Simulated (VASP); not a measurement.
BaF2, 3 atoms in the cell. Symmetry: Fm-3m, No. 225, cubic system. Conventional cell: a = 6.200 Å, b = 6.200 Å, c = 6.200 Å, α = 90.00°, β = 90.00°, γ = 90.00°. Ba (site symmetry m-3m) has 8 F at 2.68 Å within 3.5 Å. F (site symmetry -43m) has 4 Ba at 2.68 Å and 6 F at 3.10 Å within 3.5 Å. 

| Quantity | Value |
| --- | --- |
| Program | VASP 6.6.1 |
| Task | single point |
| Functional | PBEsol |
| Potentials or basis | VASP PAW PBE potentials, release 64 (Ba_sv, F) |
| Cutoff | 600 eV |
| k mesh | 6 × 6 × 6 |
| Occupations | fermi-dirac, width 0.1 eV |
| Spin | no spin polarisation |
| Dipole correction | no |
| Further INCAR settings | ALGO = Normal; EDIFF = 1e-06; NBANDS = 19 |

Potentials or basis: VASP PAW PBE potentials, release 64 (Ba_sv, F).

Command:

```sh
$ cat potpaw_PBE.64/Ba_sv/POTCAR potpaw_PBE.64/F/POTCAR > POTCAR
$ mpirun -np 1 vasp_std > vasp.out
```

Hardware: 1 thread of Intel(R) Xeon(R) Platinum 8488C (Sapphire Rapids) (shared host).

Problem. Estimate the wall time of this run.

Solution. Run time: 20 s on 1 thread of Intel(R) Xeon(R) Platinum 8488C (Sapphire Rapids), on a shared host, peak memory 0.21 GiB. Counts: scf iterations 13, k points 16.
